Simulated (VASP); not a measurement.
# Al3GaN4 (P-43m) in VASP: further runs, part 2 of 2

VASP 6.6.1. Earlier steps stand in the parts before.

## 4. Relaxation of cell and atoms, r2SCAN

POSCAR

```
Al3GaN4
1.0
    4.4014385300      0.0000000000      0.0000000000
    0.0000000000      4.4014385300      0.0000000000
    0.0000000000      0.0000000000      4.4014385300
Al Ga N
3 1 4
Direct
    0.5000000000      0.5000000000      0.0000000000
    0.5000000000      0.0000000000      0.5000000000
    0.0000000000      0.5000000000      0.5000000000
    0.0000000000      0.0000000000      0.0000000000
    0.7441634300      0.7441634300      0.2558365700
    0.7441634300      0.2558365700      0.7441634300
    0.2558365700      0.7441634300      0.7441634300
    0.2558365700      0.2558365700      0.2558365700
```

INCAR.step1

```
ALGO     = Normal         # electronic algorithm
EDIFF    = 1E-4           # SCF threshold, eV
ENCUT    = 600            # plane-wave cutoff, eV
GGA      = PE             # functional
ISMEAR   = 0              # smearing method
LASPH    = True           # aspherical terms in the spheres
LCHARG   = False          # write CHGCAR
LREAL    = False          # projectors in reciprocal space
LWAVE    = True           # write WAVECAR
NELM     = 100            # most SCF steps
PREC     = Accurate       # precision mode
SIGMA    = 0.02           # smearing width, eV
```

INCAR.step2

```
ALGO     = Normal         # electronic algorithm
EDIFF    = 1E-7           # SCF threshold, eV
EDIFFG   = -0.01          # ionic threshold
ENCUT    = 600            # plane-wave cutoff, eV
IBRION   = 2              # ionic algorithm
ISIF     = 3              # what is computed and relaxed
ISMEAR   = 0              # smearing method
ISTART   = 1            
LASPH    = True           # aspherical terms in the spheres
LCHARG   = False          # write CHGCAR
LMIXTAU  = True         
LREAL    = False          # projectors in reciprocal space
LWAVE    = False          # write WAVECAR
METAGGA  = R2SCAN         # meta-GGA
NELM     = 100            # most SCF steps
NSW      = 100            # ionic steps
PREC     = Accurate       # precision mode
SIGMA    = 0.02           # smearing width, eV
```

KPOINTS

```
k-points
0
Gamma
  6 6 6
```

Potentials or basis: VASP PAW PBE potentials, release 64 (Al, Ga_d, N).

On the command line:

```bash
> cat potpaw_PBE.64/Al/POTCAR potpaw_PBE.64/Ga_d/POTCAR potpaw_PBE.64/N/POTCAR > POTCAR
> cp INCAR.step1 INCAR
> mpirun -np 1 vasp_std > vasp.out
> cp INCAR.step2 INCAR
> mpirun -np 1 vasp_std > vasp.out
```

OUTCAR:

```text
EDIFF = 1E-7
   EDIFFG = -0.01
   ENCUT = 600
   IBRION = 2
   ISIF = 3
   ISMEAR = 0
   ISTART = 1
   LASPH = True
   LREAL = False
   METAGGA = R2SCAN
   NELM = 100
   NSW = 100
   PREC = Accurate

 ion  position               nearest neighbor table
   1  0.500  0.500  0.000-   5 1.89   6 1.89   7 1.89   8 1.89   3 3.11   4 3.11   2 3.11   2 3.11
                             3 3.11   2 3.11   4 3.11   2 3.11   3 3.11   4 3.11   3 3.11   4 3.11
   2  0.500  0.000  0.500-   5 1.89   6 1.89   7 1.89   8 1.89   3 3.11   4 3.11   1 3.11   1 3.11
                             4 3.11   1 3.11   3 3.11   1 3.11   3 3.11   4 3.11   4 3.11   3 3.11
   3  0.000  0.500  0.500-   5 1.89   6 1.89   7 1.89   8 1.89   2 3.11   4 3.11   1 3.11   1 3.11
                             4 3.11   2 3.11   4 3.11   4 3.11   1 3.11   2 3.11   1 3.11   2 3.11
   4  0.000  0.000  0.000-   5 1.95   6 1.95   7 1.95   8 1.95   2 3.11   3 3.11   1 3.11   2 3.11
                             3 3.11   1 3.11   3 3.11   3 3.11   1 3.11   2 3.11   2 3.11   1 3.11
   5  0.744  0.744  0.256-   1 1.89   2 1.89   3 1.89   4 1.95
   6  0.744  0.256  0.744-   1 1.89   2 1.89   3 1.89   4 1.95
   7  0.256  0.744  0.744-   1 1.89   2 1.89   3 1.89   4 1.95
   8  0.256  0.256  0.256-   1 1.89   2 1.89   3 1.89   4 1.95

  LATTYP: Found a simple cubic cell.
 ALAT       =     4.4014385300

  Lattice vectors:

 A1 = (   4.4014385300,   0.0000000000,   0.0000000000)
 A2 = (   0.0000000000,   4.4014385300,   0.0000000000)
 A3 = (   0.0000000000,   0.0000000000,   4.4014385300)

Analysis of symmetry for initial positions (statically):
=====================================================================
 Subroutine PRICEL returns:
 Original cell was already a primitive cell.

 Routine SETGRP: Setting up the symmetry group for a
 simple cubic supercell.

 Subroutine GETGRP returns: Found 24 space group operations
 (whereof 24 operations were pure point group operations)
 out of a pool of 48 trial point group operations.

The static configuration has the point symmetry T_d .
[... 203 lines left out ...]

  FREE ENERGIE OF THE ION-ELECTRON SYSTEM (eV)
  ---------------------------------------------------
  free  energy   TOTEN  =       -79.4371404999 eV

  energy  without entropy=      -79.4371404999  energy(sigma->0) =      -79.43714050

--------------------------------------- Ionic step        2  -------------------------------------------

 number of electron      41.9999993 magnetization

 Free energy of the ion-electron system (eV)
  ---------------------------------------------------
  ext. energy  EPLUGINS =         0.00000000
  ---------------------------------------------------
  free energy    TOTEN  =       -79.43715325 eV

  energy without entropy =      -79.43715325  energy(sigma->0) =      -79.43715325

 E-fermi :   5.6246     XC(G=0): -11.7530

 val. band max:        5.4845673377   @ k =   0.0000   0.0000   0.0000
 cond. band min:       9.4916493614   @ k =   0.0000   0.0000   0.0000
 fundamental gap:      4.0070820237
 Fermi energy:         5.6246387390

 k-point     1 :       0.0000    0.0000    0.0000
  band No.  band energies     occupation
      1     -10.4834      2.00000
      2      -8.5706      2.00000
      3      -8.5706      2.00000
      4      -8.5706      2.00000
      5      -7.4832      2.00000
      6      -7.4832      2.00000
[... 569 lines left out ...]
     25      13.2862      0.00000
     26      15.9034      0.00000

------------------------ aborting loop because EDIFF is reached ----------------------------------------

  FORCE on cell =-STRESS in cart. coord.  units (eV):
  Direction    XX          YY          ZZ          XY          YZ          ZX
  --------------------------------------------------------------------------------------
  -------------------------------------------------------------------------------------
  Total       -0.0083510     -0.0083510     -0.0083510     -0.0000000      0.0000000     -0.0000000
  in kB       -0.1568949     -0.1568949     -0.1568949     -0.0000000      0.0000000     -0.0000000
  external PRESSURE =      -0.1568949 kB  Pullay stress =       0.0000000 kB

 VOLUME and BASIS-vectors are now :
 -----------------------------------------------------------------------------
  energy-cutoff  :      600.00
  volume of cell :       85.28
      direct lattice vectors                 reciprocal lattice vectors
     4.401623807  0.000000000 -0.000000000     0.227188884  0.000000000  0.000000000
    -0.000000000  4.401623807 -0.000000000     0.000000000  0.227188884  0.000000000
    -0.000000000 -0.000000000  4.401623807     0.000000000  0.000000000  0.227188884

 POSITION                                       TOTAL-FORCE (eV/Angst)
 -----------------------------------------------------------------------------------
      2.20081      2.20081      4.40162         0.000000      0.000000      0.000000
      2.20081      4.40162      2.20081         0.000000      0.000000      0.000000
     -0.00000      2.20081      2.20081         0.000000      0.000000      0.000000
     -0.00000      4.40162      4.40162         0.000000      0.000000      0.000000
      3.27506      3.27506      1.12657         0.002500      0.002500     -0.002500
      3.27506      1.12657      3.27506         0.002500     -0.002500      0.002500
      1.12657      3.27506      3.27506        -0.002500      0.002500      0.002500
      1.12657      1.12657      1.12657        -0.002500     -0.002500     -0.002500
 -----------------------------------------------------------------------------------
    total drift:                                0.000000      0.000000      0.000000

  FREE ENERGIE OF THE ION-ELECTRON SYSTEM (eV)
  ---------------------------------------------------
  free  energy   TOTEN  =       -79.4371532531 eV

  energy  without entropy=      -79.4371532531  energy(sigma->0) =      -79.43715325

 reached required accuracy - stopping structural energy minimisation
```

OSZICAR.step1:

```text
N       E                     dE             d eps       ncg     rms          rms(c)
DAV:   1     0.357522898660E+03    0.35752E+03   -0.21645E+04  1132   0.219E+03
DAV:   2    -0.137010843015E+02   -0.37122E+03   -0.35730E+03  1208   0.504E+02
DAV:   3    -0.638156265765E+02   -0.50115E+02   -0.49204E+02  1222   0.158E+02
DAV:   4    -0.659514335281E+02   -0.21358E+01   -0.21283E+01  1318   0.346E+01
DAV:   5    -0.660108110564E+02   -0.59378E-01   -0.59328E-01  1352   0.551E+00    0.169E+01
DAV:   6    -0.565465425521E+02    0.94643E+01   -0.39710E+01  1582   0.641E+01    0.555E+00
DAV:   7    -0.566909685930E+02   -0.14443E+00   -0.25824E+00  1190   0.139E+01    0.393E+00
DAV:   8    -0.566778356676E+02    0.13133E-01   -0.36433E-01  1356   0.719E+00    0.817E-01
DAV:   9    -0.566597242433E+02    0.18111E-01   -0.79339E-02  1636   0.441E+00    0.468E-01
DAV:  10    -0.566591438949E+02    0.58035E-03   -0.99835E-03  1294   0.777E-01    0.189E-01
DAV:  11    -0.566594574517E+02   -0.31356E-03   -0.11948E-03  1460   0.344E-01    0.247E-02
DAV:  12    -0.566594631000E+02   -0.56483E-05   -0.18745E-04   850   0.109E-01
   1 F= -.56659463E+02 E0= -.56659463E+02  d E =-.291666E-26
```

Run time: 2.6 min. Hardware: 1 thread of Intel Xeon Platinum 8559C (Emerald Rapids), shared host; peak memory 0.25 GiB.

Results:

- Free energy: -79.4372 eV
- Relaxed volume: 10.66 Å³/atom
- Relaxed cell: a = 4.402 Å, b = 4.402 Å, c = 4.402 Å, α = 90.00°, β = 90.00°, γ = 90.00°
- Space group after relaxing (to 0.05 Å): P-43m (No. 215)
- Energy gained by relaxing: 0.0 meV/atom
- Ionic steps: 2
- Pressure after relaxing: 0.0 GPa
- Largest force after relaxing: 0.004 eV/Å
- Band gap on the k mesh: 4.01 eV, direct

Forces in eV/Å, atoms in the order of the input:
```
Al   0.000  0.000  0.000
Al   0.000  0.000  0.000
Al   0.000  0.000  0.000
Ga   0.000  0.000  0.000
N    0.003  0.003 -0.003
N    0.003 -0.003  0.003
N   -0.003  0.003  0.003
N   -0.003 -0.003 -0.003
```

Final structure:
```cif
data_structure
_symmetry_space_group_name_H-M 'P 1'
_symmetry_Int_Tables_number 1
_cell_length_a 4.4016
_cell_length_b 4.4016
_cell_length_c 4.4016
_cell_angle_alpha 90.000
_cell_angle_beta 90.000
_cell_angle_gamma 90.000
_cell_volume 85.28
loop_
_atom_site_label
_atom_site_type_symbol
_atom_site_fract_x
_atom_site_fract_y
_atom_site_fract_z
_atom_site_occupancy
Al1 Al 0.50000 0.50000 0.00000 1
Al2 Al 0.50000 0.00000 0.50000 1
Al3 Al 0.00000 0.50000 0.50000 1
Ga1 Ga 0.00000 0.00000 0.00000 1
N1 N 0.74406 0.74406 0.25594 1
N2 N 0.74406 0.25594 0.74406 1
N3 N 0.25594 0.74406 0.74406 1
N4 N 0.25594 0.25594 0.25594 1
```

Caveat: the PAW data sets were made with another functional, which shifts forces and pressure a little. r2SCAN opens gaps a little over a GGA but as a rule still falls short of measured ones.

## 5. The runs side by side

```tsv
task	cell	k mesh	cutoff (eV)	smearing	gap on the mesh (eV)	pressure (GPa)	largest force (eV/Å)
single point	a = 4.401 Å, 8 atoms	4 × 4 × 4	520	gaussian 0.1 eV	4.01	0.0	0.02
single point	a = 4.401 Å, 8 atoms	6 × 6 × 6	520	gaussian 0.02 eV	4.00	0.0	0.08
relaxation of cell and atoms	relaxed from a = 4.401 Å, 8 atoms	6 × 6 × 6	600	gaussian 0.02 eV	4.01	0.0	-
```

Some of these runs hold the atoms at other places in the same cell, which the table doesn't show; runs alike in all that it shows share one row.

Alike in all rows: level r2SCAN; potentials or basis VASP PAW PBE potentials, release 64 (Al, Ga_d, N); no spin polarisation.

Caveats: the PAW data sets were made with another functional, which shifts forces and pressure a little.

Total energies depend on the potentials used, so only differences within one code and one set of settings carry meaning.
